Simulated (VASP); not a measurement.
# BP (F-43m) in VASP: notebook

BP is run at these levels: PBE; tasks: vibrations by perturbation theory, elastic constants.

Everything below comes from runs of VASP 6.6.1. Logs are shortened: lines on timing, memory, paths and dates and some standing lists are left out, and cuts for length are marked.

## Step 1: The cell of the first run

It takes space group F-43m (No. 216, cubic). Conventional cell: a = 4.548 Å, b = 4.548 Å, c = 4.548 Å, α = 90.00°, β = 90.00°, γ = 90.00°. B (site symmetry -43m) has 4 P at 1.97 Å within 2.6 Å. P (site symmetry -43m) has 4 B at 1.97 Å within 2.6 Å.

## Step 2: Vibrations by perturbation theory, PBE

INCAR reads:

```
SYSTEM = BP
  ALGO = Normal
  EDIFF = 1E-8
  ENCUT = 520
  GGA = PE
  IBRION = 8
  ISIF = 2
  ISMEAR = 0
  LASPH = .True.
  LCHARG = .False.
  LEPSILON = .True.
  LREAL = .False.
  LWAVE = .False.
  NBANDS = 11
  NELM = 80
  NSW = 1
  PREC = Accurate
  SIGMA = 0.01
```

KPOINTS reads:

```
k-points
0
Gamma
  12 12 12
  0 0 0
```

POSCAR reads:

```
BP
1.0
    0.0000000000      2.2741675664      2.2741675664
    2.2741675664      0.0000000000      2.2741675664
    2.2741675664      2.2741675664      0.0000000000
B P
1 1
Direct
    0.5000000000      0.5000000000      0.5000000000
    0.7500000000      0.7500000000      0.7500000000
```

Potentials or basis: VASP PAW PBE potentials, release 64 (B, P).

Run with:

```bash
> cat potpaw_PBE.64/B/POTCAR potpaw_PBE.64/P/POTCAR > POTCAR
> mpirun -np 1 vasp_std > vasp.out
```

OUTCAR:

```text
SYSTEM = BP
   EDIFF = 1E-8
   ENCUT = 520
   GGA = PE
   IBRION = 8
   ISIF = 2
   ISMEAR = 0
   LASPH = .True.
   LEPSILON = .True.
   LREAL = .False.
   NELM = 80
   NSW = 1
   PREC = Accurate

 ion  position               nearest neighbor table
   1  0.500  0.500  0.500-   2 1.97   2 1.97   2 1.97   2 1.97
   2  0.750  0.750  0.750-   1 1.97   1 1.97   1 1.97   1 1.97

  LATTYP: Found a face centered cubic cell.
 ALAT       =     4.5483351328

  Lattice vectors:

 A1 = (   0.0000000000,   2.2741675664,   2.2741675664)
 A2 = (   2.2741675664,   0.0000000000,   2.2741675664)
 A3 = (   2.2741675664,   2.2741675664,   0.0000000000)

Analysis of symmetry for initial positions (statically):
=====================================================================
 Subroutine PRICEL returns:
 Original cell was already a primitive cell.

 Routine SETGRP: Setting up the symmetry group for a
 face centered cubic supercell.

 Subroutine GETGRP returns: Found 24 space group operations
 (whereof 24 operations were pure point group operations)
 out of a pool of 48 trial point group operations.

The static configuration has the point symmetry T_d .

Analysis of symmetry for dynamics (positions and initial velocities):
=====================================================================
 Subroutine PRICEL returns:
 Original cell was already a primitive cell.

 Routine SETGRP: Setting up the symmetry group for a
 face centered cubic supercell.

 Subroutine GETGRP returns: Found 24 space group operations
 (whereof 24 operations were pure point group operations)
 out of a pool of 48 trial point group operations.

The dynamic configuration has the point symmetry T_d .

 Subroutine INISYM returns: Found 24 space group operations
 (whereof 24 operations are pure point group operations),
 and found     1 'primitive' translations

----------------------------------------------------------------------------------------

                                     Primitive cell

  volume of cell :      23.5233

  direct lattice vectors                    reciprocal lattice vectors
     0.000000000  2.274167566  2.274167566    -0.219860668  0.219860668  0.219860668
     2.274167566  0.000000000  2.274167566     0.219860668 -0.219860668  0.219860668
     2.274167566  2.274167566  0.000000000     0.219860668  0.219860668 -0.219860668

  length of vectors
     3.216158616  3.216158616  3.216158616     0.380809847  0.380809847  0.380809847

  position of ions in fractional coordinates (direct lattice)
     0.500000000  0.500000000  0.500000000
     0.750000000  0.750000000  0.750000000

  ion indices of the primitive-cell ions
   primitive index   ion index
                 1           1
                 2           2

----------------------------------------------------------------------------------------

 KPOINTS: k-points

Automatic generation of k-mesh.
 Grid dimensions read from file:
 generate k-points for:   12   12   12

 Generating k-lattice:

  Cartesian coordinates                     Fractional coordinates (reciprocal lattice)
[... 485 lines left out ...]
  ---------------------------------------------------
  ---------------------------------------------------
  free energy    TOTEN  =        -0.57172758 eV

  energy without entropy =       -0.57172758

------------------------ aborting loop because EDIFF is reached ----------------------------------------

--------------------------------------- Ionic step        2  -------------------------------------------

------------------------ aborting loop because EDIFF is reached ----------------------------------------

--------------------------------------- Ionic step        3  -------------------------------------------

------------------------ aborting loop because EDIFF is reached ----------------------------------------

 PIEZOELECTRIC TENSOR FIELD DIRECTION 3  (e Angst)
 -----------------------------------------------------------------------------
    -0.00070  0.15234  0.00000           ( -0.00000  0.07622  0.00000)
     0.15234 -0.00070  0.00000           (  0.07622 -0.00000  0.00000)
     0.00000  0.00000  0.00021           (  0.00000  0.00000 -0.00000)

 PIEZOELECTRIC TENSOR FIELD DIRECTION 3  (C/m^2)
 -----------------------------------------------------------------------------
    -0.00048  0.10376  0.00000
     0.10376 -0.00048  0.00000
     0.00000  0.00000  0.00014

--------------------------------------- Ionic step        4  -------------------------------------------

------------------------ aborting loop because EDIFF is reached ----------------------------------------

[... ionic steps 5 to 6 ...]

--------------------------------------- Ionic step        7  -------------------------------------------

 Free energy of the ion-electron system (eV)
  ---------------------------------------------------
  ---------------------------------------------------
  free energy    TOTEN  =        -0.04101917 eV

  energy without entropy =       -0.04101917

------------------------ aborting loop because EDIFF is reached ----------------------------------------

 INTERNAL STRAIN TENSOR  FOR ION    2  DIRECTION 1   (eV/Angst):
 -----------------------------------------------------------------------------
     0.00451  0.00000  0.00000
     0.00000  0.00011 -6.50408
     0.00000 -6.50408  0.00011

 MACROSCOPIC STATIC DIELECTRIC TENSOR (including local field effects in DFT)
 ------------------------------------------------------
           9.212725     0.000000    -0.000000
           0.000000     9.212725    -0.000000
          -0.000000     0.000000     9.212725
 ------------------------------------------------------

 PIEZOELECTRIC TENSOR (including local field effects)  for field in x, y, z        (e  Angst)
          XX          YY          ZZ          XY          YZ          ZX
  --------------------------------------------------------------------------------
  x    -0.00000     0.00000    -0.00000     0.00000     0.14921     0.00000
  y     0.00000     0.00000    -0.00000     0.00000     0.00000     0.14921
  z     0.00000    -0.00000    -0.00000     0.14921     0.00000     0.00000

 PIEZOELECTRIC TENSOR (including local field effects)  for field in x, y, z        (C/m^2)
          XX          YY          ZZ          XY          YZ          ZX
  --------------------------------------------------------------------------------
  x    -0.00000     0.00000    -0.00000     0.00000     0.10163     0.00000
  y     0.00000     0.00000    -0.00000     0.00000     0.00000     0.10163
  z     0.00000    -0.00000    -0.00000     0.10163     0.00000     0.00000

 BORN EFFECTIVE CHARGES (including local field effects) (in |e|, cummulative output)
 ---------------------------------------------------------------------------------
 ion    1
    1    -0.47530     0.00000     0.00000
    2     0.00000    -0.47530     0.00000
    3    -0.00000     0.00000    -0.47530
 ion    2
    1     0.47530    -0.00000    -0.00000
    2     0.00000     0.47530     0.00000
    3     0.00000     0.00000     0.47530

 INTERNAL STRAIN TENSOR FOR ION    2 for displacements in x,y,z  (eV/Angst):
          X           Y           Z          XY          YZ          ZX
  --------------------------------------------------------------------------------
  x     0.00000     0.00000     0.00000     0.00000    -6.50408     0.00000
  y     0.00000     0.00000     0.00000     0.00000     0.00000    -6.50408
  z     0.00000     0.00000     0.00000    -6.50408     0.00000     0.00000

 SECOND DERIVATIVES (NOT SYMMETRIZED)
 ------------------------------------
               1X          1Y          1Z          2X          2Y          2Z
  1X   -18.783314    0.000000    0.000000   18.783314    0.000000    0.000000
  1Y     0.000000  -18.783314    0.000000    0.000000   18.783314    0.000000
  1Z     0.000000    0.000000  -18.783314    0.000000    0.000000   18.783314
  2X    18.786250    0.000000    0.000000  -18.786250    0.000000    0.000000
  2Y     0.000000   18.786250    0.000000    0.000000  -18.786250    0.000000
  2Z     0.000000    0.000000   18.786250    0.000000    0.000000  -18.786250

 Eigenvectors and eigenvalues of the dynamical matrix
 ----------------------------------------------------

   1 f  =   23.934493 THz   150.384856 2PiTHz  798.368759 cm-1    98.985066 meV
             X         Y         Z           dx          dy          dz
      2.274168  2.274168  2.274168     0.860953   -0.000000    0.000000
      3.411251  3.411251  3.411251    -0.508684    0.000000    0.000000
[... 21 lines left out ...]
   6 f/i=    0.000819 THz     0.005149 2PiTHz    0.027333 cm-1     0.003389 meV
             X         Y         Z           dx          dy          dz
      2.274168  2.274168  2.274168    -0.359694    0.359694    0.000000
      3.411251  3.411251  3.411251    -0.608786    0.608786    0.000000

--------------------------------------------------------------------------------------------------------

 MACROSCOPIC STATIC DIELECTRIC TENSOR IONIC CONTRIBUTION
 ------------------------------------------------------
           0.092512    -0.000000    -0.000000
          -0.000000     0.092512     0.000000
          -0.000000     0.000000     0.092512
 ------------------------------------------------------

 ELASTIC MODULI CONTR FROM IONIC RELAXATION (kBar)
 Direction    XX          YY          ZZ          XY          YZ          ZX
 --------------------------------------------------------------------------------
 XX          -0.0000     -0.0000     -0.0000     -0.0000      0.0000     -0.0000
 YY          -0.0000     -0.0000     -0.0000     -0.0000     -0.0000      0.0000
 ZZ          -0.0000     -0.0000     -0.0000     -0.0000     -0.0000     -0.0000
 XY          -0.0000     -0.0000     -0.0000   -163.0766      0.0000     -0.0000
 YZ           0.0000     -0.0000     -0.0000      0.0000   -163.0766      0.0000
 ZX          -0.0000      0.0000     -0.0000     -0.0000      0.0000   -163.0766
 --------------------------------------------------------------------------------

 PIEZOELECTRIC TENSOR IONIC CONTR  for field in x, y, z        (C/m^2)
          XX          YY          ZZ          XY          YZ          ZX
  --------------------------------------------------------------------------------
  x     0.00000    -0.00000    -0.00000     0.00000    -0.11558     0.00000
  y    -0.00000     0.00000    -0.00000    -0.00000     0.00000    -0.11558
  z    -0.00000    -0.00000    -0.00000    -0.11558     0.00000    -0.00000
```

Wall time 3.6 min (1 thread of Intel Xeon Platinum 8488C (Sapphire Rapids), shared host); peak memory 0.28 GiB.

Results:

* Electronic dielectric tensor (diagonal): 9.21
* Born charges (mean of the diagonal): B -0.48; P +0.48 e
* Highest phonon frequency at Γ, LO-TO splitting left out: 798 cm⁻¹

Phonon frequencies in cm⁻¹ (negative: imaginary):
```
              q point        frequencies
(0.000, 0.000, 0.000)  0 0 0 798 798 798
```

Electronic dielectric tensor:
```
9.21 0.00 0.00
0.00 9.21 0.00
0.00 0.00 9.21
```

Born effective charge tensors (e):
atom 1, B
```
-0.48  0.00  0.00
 0.00 -0.48  0.00
 0.00  0.00 -0.48
```
atom 2, P
```
0.48 0.00 0.00
0.00 0.48 0.00
0.00 0.00 0.48
```

## Step 3: Elastic constants, PBE

INCAR reads:

```
PREC = Accurate
ENCUT = 600
EDIFF = 1E-8
ISMEAR = 0
SIGMA = 0.01
LREAL = F
LASPH = T
NELM = 100
ALGO = Normal
ISIF = 3
LWAVE = F
LCHARG = F
GGA = PE
NBANDS = 11
IBRION = 6
NFREE = 2
POTIM = 0.015
NSW = 1
```

KPOINTS reads:

```
regular mesh
0
Gamma
  12 12 12
```

POSCAR is that of step 2.

Potentials or basis: VASP PAW PBE potentials, release 64 (B, P).

Run with:

```bash
> cat potpaw_PBE.64/B/POTCAR potpaw_PBE.64/P/POTCAR > POTCAR
> mpirun -np 1 vasp_std > vasp.out
```

OUTCAR:

```text
PREC = Accurate
   ENCUT = 600
   EDIFF = 1E-8
   ISMEAR = 0
   LREAL = F
   LASPH = T
   NELM = 100
   ISIF = 3
   GGA = PE
   IBRION = 6
   NFREE = 2
   POTIM = 0.015
   NSW = 1

 ion  position               nearest neighbor table
   1  0.500  0.500  0.500-   2 1.97   2 1.97   2 1.97   2 1.97
   2  0.750  0.750  0.750-   1 1.97   1 1.97   1 1.97   1 1.97

  LATTYP: Found a face centered cubic cell.
 ALAT       =     4.5483351328

  Lattice vectors:

 A1 = (   0.0000000000,   2.2741675664,   2.2741675664)
 A2 = (   2.2741675664,   0.0000000000,   2.2741675664)
 A3 = (   2.2741675664,   2.2741675664,   0.0000000000)

Analysis of symmetry for initial positions (statically):
=====================================================================
 Subroutine PRICEL returns:
 Original cell was already a primitive cell.

 Routine SETGRP: Setting up the symmetry group for a
 face centered cubic supercell.

 Subroutine GETGRP returns: Found 24 space group operations
 (whereof 24 operations were pure point group operations)
 out of a pool of 48 trial point group operations.

The static configuration has the point symmetry T_d .

Analysis of symmetry for dynamics (positions and initial velocities):
=====================================================================
 Subroutine PRICEL returns:
 Original cell was already a primitive cell.

 Routine SETGRP: Setting up the symmetry group for a
 face centered cubic supercell.
[... 699 lines left out ...]
  in kB       -2.1301465     -1.8806314     -1.8806314      0.0000000      7.1572317      0.0000000
  external PRESSURE =      -1.9638031 kB  Pullay stress =       0.0000000 kB
[... 17 lines left out ...]
  FREE ENERGIE OF THE ION-ELECTRON SYSTEM (eV)
  ---------------------------------------------------
  free  energy   TOTEN  =       -12.9306226408 eV

  energy  without entropy=      -12.9306226408  energy(sigma->0) =      -12.93062264

 INTERNAL STRAIN TENSORS FROM STRAINED CELLS
 ============================================

 INTERNAL STRAIN TENSOR FOR ION    1 for displacements in x,y,z  (eV/Angst):
          X           Y           Z          XY          YZ          ZX
  --------------------------------------------------------------------------------
  x    -0.00000    -0.00000    -0.00000    -0.00000     7.01347     0.00000
  y    -0.00000    -0.00000    -0.00000    -0.00000     0.00000     7.01351
  z    -0.00000    -0.00000    -0.00000     7.01332     0.00000     0.00000

 INTERNAL STRAIN TENSORS FROM DISPLACED ATOMS
 ============================================

 INTERNAL STRAIN TENSOR FOR ION    1 for displacements in x,y,z  (eV/Angst):
          X           Y           Z          XY          YZ          ZX
  --------------------------------------------------------------------------------
  x    -0.00000     0.00000     0.00000     0.00000     7.01731     0.00000
  y     0.00000    -0.00000     0.00000     0.00000     0.00000     7.01731
  z     0.00000     0.00000    -0.00000     7.01731     0.00000     0.00000

 INTERNAL STRAIN TENSOR FOR ION    2 for displacements in x,y,z  (eV/Angst):
          X           Y           Z          XY          YZ          ZX
  --------------------------------------------------------------------------------
  x    -0.00000     0.00000     0.00000     0.00000    -7.01147     0.00000
  y     0.00000     0.00000     0.00000     0.00000     0.00000    -7.01147
  z     0.00000     0.00000    -0.00000    -7.01147     0.00000     0.00000

 Eigenvectors and eigenvalues of the dynamical matrix
 ----------------------------------------------------

   1 f  =   23.935612 THz   150.391885 2PiTHz  798.406073 cm-1    98.989692 meV
             X         Y         Z           dx          dy          dz
      2.274168  2.274168  2.274168     0.860975   -0.000000    0.000000
      3.411251  3.411251  3.411251    -0.508647    0.000000    0.000000
[... 21 lines left out ...]
   6 f/i=    0.000198 THz     0.001243 2PiTHz    0.006598 cm-1     0.000818 meV
             X         Y         Z           dx          dy          dz
      2.274168  2.274168  2.274168     0.436649   -0.260882    0.000000
      3.411251  3.411251  3.411251     0.739106   -0.441588    0.000000

--------------------------------------------------------------------------------------------------------

 ELASTIC MODULI CONTR FROM IONIC RELAXATION (kBar)
 Direction    XX          YY          ZZ          XY          YZ          ZX
 --------------------------------------------------------------------------------
 XX          -0.0000     -0.0000     -0.0000      0.0000      0.0000      0.0000
 YY          -0.0000     -0.0000     -0.0000      0.0000      0.0000      0.0000
 ZZ          -0.0000     -0.0000     -0.0000      0.0000      0.0000      0.0000
 XY           0.0000      0.0000      0.0000   -178.3885      0.0000      0.0000
 YZ           0.0000      0.0000      0.0000      0.0000   -178.3885      0.0000
 ZX           0.0000      0.0000      0.0000      0.0000      0.0000   -178.3885
 --------------------------------------------------------------------------------

 TOTAL ELASTIC MODULI (kBar)
 Direction    XX          YY          ZZ          XY          YZ          ZX
 --------------------------------------------------------------------------------
 XX        3393.4288    726.1244    726.1244      0.0000      0.0000      0.0000
 YY         726.1244   3393.4288    726.1244     -0.0000      0.0000      0.0000
 ZZ         726.1244    726.1244   3393.4288      0.0000      0.0000      0.0000
 XY           0.0000     -0.0000      0.0000   1851.9126      0.0000      0.0000
 YZ           0.0000      0.0000      0.0000      0.0000   1851.9126      0.0000
 ZX           0.0000      0.0000      0.0000      0.0000      0.0000   1851.9126
 --------------------------------------------------------------------------------
```

It took 13 min on 1 thread of Intel Xeon Platinum 8488C (Sapphire Rapids), shared host; peak memory 0.37 GiB.

What came out:

```yaml
Elastic_constants_C11_C12_C44: 339, 73, 185 GPa
Voigt_bulk_modulus: 162 GPa
Highest_phonon_frequency_at_Γ_LO-TO_splitting_left_out: 798 cm⁻¹
```

Phonon frequencies in cm⁻¹ (negative: imaginary):
| q point | frequencies |
| --- | --- |
| (0.000, 0.000, 0.000) | 0 0 0 798 798 798 |

Elastic tensor in Voigt notation (GPa, in the Cartesian axes of the cell as first typed):
```
339  73  73   0   0   0
 73 339  73   0   0   0
 73  73 339   0   0   0
  0   0   0 185   0   0
  0   0   0   0 185   0
  0   0   0   0   0 185
```

Clamped-ion elastic tensor (GPa):
```
339  73  73   0   0   0
 73 339  73   0   0   0
 73  73 339   0   0   0
  0   0   0 203   0   0
  0   0   0   0 203   0
  0   0   0   0   0 203
```
